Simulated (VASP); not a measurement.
# Si5C4: relaxation of the atoms with PBE

The system is Si5C4, a slab with vacuum.

```
C Si
1.0
     3.09201    0.00000    0.00000
    -1.54601    2.67776    0.00000
     0.00000    0.00000   23.73374
C Si
4 5
Direct
  0.33333 0.66667 0.16854
  0.66667 0.33333 0.27543
  0.33333 0.66667 0.38359
  0.66667 0.33333 0.49158
  0.66667 0.33333 0.19507
  0.33333 0.66667 0.30196
  0.66667 0.33333 0.40857
  0.33333 0.66667 0.51546
  0.66667 0.33333 0.58594
```

```yaml
Program: VASP 6.6.1
Task: relaxation of the atoms
Functional: PBE
Potentials_or_basis: VASP PAW PBE potentials, release 64 (C, Si)
Cutoff: 520 eV
k_mesh: 9 × 9 × 1
Occupations: gaussian, width 0.05 eV
Spin: collinear spin
Starting_moments: "[0.0, 0.0, 0.0, 0.0, 0.0, 0.0, 0.0, 0.0, 2.0] μB"
Dipole_correction: yes
Atoms_held_fixed_from_0: "[0, 1, 2, 3, 4, 5, 6, 7]"
Further_INCAR_settings: ALGO = Normal; EDIFF = 1e-06; IBRION = 2; EDIFFG = -0.025; NSW = 36
Atoms_held_along_some_axes_from_0: atom 8 along a and b
```

```json
{
  "Energy gained by relaxing": "45.6 meV/atom",
  "Ionic steps": "6",
  "Band gap on the k mesh": "zero (filled and empty bands overlap)",
  "Net moment": "0.00 μB per cell",
  "Valence electrons inside the program's atomic spheres": "C 2.39, 2.53, 2.52 (each value once); Si 1.66, 1.65, 1.64, 1.48 (each value once)"
}
```

Step by step:
```
step  energy change (eV)  largest force on free atoms (eV/Å)  pressure (GPa)
   1              0.0000                              1.8888            1.52
   2             -0.1442                              1.3116            0.85
   3             -0.3363                              0.6506           -0.36
   4             -0.3920                              0.2333           -1.81
   5             -0.4084                              0.0696           -1.53
   6             -0.4101                              0.0074           -1.41
```

Final structure:
```xyz
9
Lattice="3.0920 0.0000 0.0000 -1.5460 2.6778 0.0000 0.0000 0.0000 23.7337" Properties=species:S:1:pos:R:3 pbc="T T T"
C     0.0000    1.7852    4.0000
C     1.5460    0.8926    6.5369
C     0.0000    1.7852    9.1041
C     1.5460    0.8926   11.6669
Si    1.5460    0.8926    4.6298
Si    0.0000    1.7852    7.1667
Si    1.5460    0.8926    9.6970
Si    0.0000    1.7852   12.2337
Si    1.5460    0.8926   14.4676
```

Levels at points of the mesh, in eV from the Fermi level:
Spin up:
```csv
k point,band 15,band 16,band 17,band 18,band 19,band 20,band 21,band 22
"(0.00, 0.00, 0.00)",-1.26,-0.32,0.17,0.17,3.27,3.61,4.51,5.13
```
Spin down:
| k point | band 15 | band 16 | band 17 | band 18 | band 19 | band 20 | band 21 | band 22 |
| --- | --- | --- | --- | --- | --- | --- | --- | --- |
| (0.00, 0.00, 0.00) | -1.26 | -0.32 | 0.17 | 0.17 | 3.27 | 3.61 | 4.51 | 5.15 |

Wall time 4.9 min on 4 MPI ranks on AMD EPYC 7R13 Processor (Zen 3), with other jobs on the host, peak memory 0.43 GiB a rank.
